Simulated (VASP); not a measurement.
Set up this calculation in VASP 6.6.1, as the native input.

* Task: single point
* Functional: PBEsol
* Dispersion: D3(BJ)
* Potentials or basis: VASP PAW PBE potentials, release 64 (As, Se)
* Cutoff: 520 eV
* k mesh: 8 × 8 × 8
* Occupations: gaussian, width 0.1 eV
* Spin: no spin polarisation
* Dipole correction: no
* Further INCAR settings: ALGO = Normal; EDIFF = 1e-06; NBANDS = 25

The structure of As2Se lies in POSCAR:

```
As2Se
1.0
   -3.4076649596      3.4076649596      2.6071472729
    3.4076649596     -3.4076649596      2.6071472729
    3.4076649596      3.4076649596     -2.6071472729
As Se
4 2
Direct
    0.8750000000      0.1250000000      0.7500000000
    0.3750000000      0.1250000000      0.2500000000
    0.8750000000      0.6250000000      0.7500000000
    0.8750000000      0.1250000000      0.2500000000
    0.5000000000      0.5000000000      0.0000000000
    0.2500000000      0.7500000000      0.5000000000
```

These files were run (other wordings do the same):

INCAR

```
PREC = Accurate
ENCUT = 520
EDIFF = 1E-6
ISMEAR = 0
SIGMA = 0.1
LREAL = F
LASPH = T
NELM = 100
ALGO = Normal
ISIF = 2
LWAVE = F
LCHARG = T
GGA = PS
IVDW = 12
LELF = T
LVHAR = T
NBANDS = 25
```

KPOINTS

```
regular mesh
0
Gamma
  8 8 8
```

Potentials or basis: VASP PAW PBE potentials, release 64 (As, Se).

Command:

```bash
$ cat potpaw_PBE.64/As/POTCAR potpaw_PBE.64/Se/POTCAR > POTCAR
$ mpirun -np 1 vasp_std > vasp.out
```

Results of the run:

| Property | Result |
| --- | --- |
| Pressure | 0.3 GPa |
| Band gap on the k mesh | zero (band 16 reaches 5.91 eV, above the bottom of band 17 at 5.48 eV) |
| Dispersion energy per atom | -0.386 eV |

Caveat: the PAW data sets were made with another functional, which shifts forces and pressure a little; pairwise dispersion overbinds metals, which lowers pressure and volume.

Run time: 3.1 min on 1 thread of Intel(R) Xeon(R) Platinum 8488C (Sapphire Rapids), with other jobs on the host, peak memory 0.36 GiB.
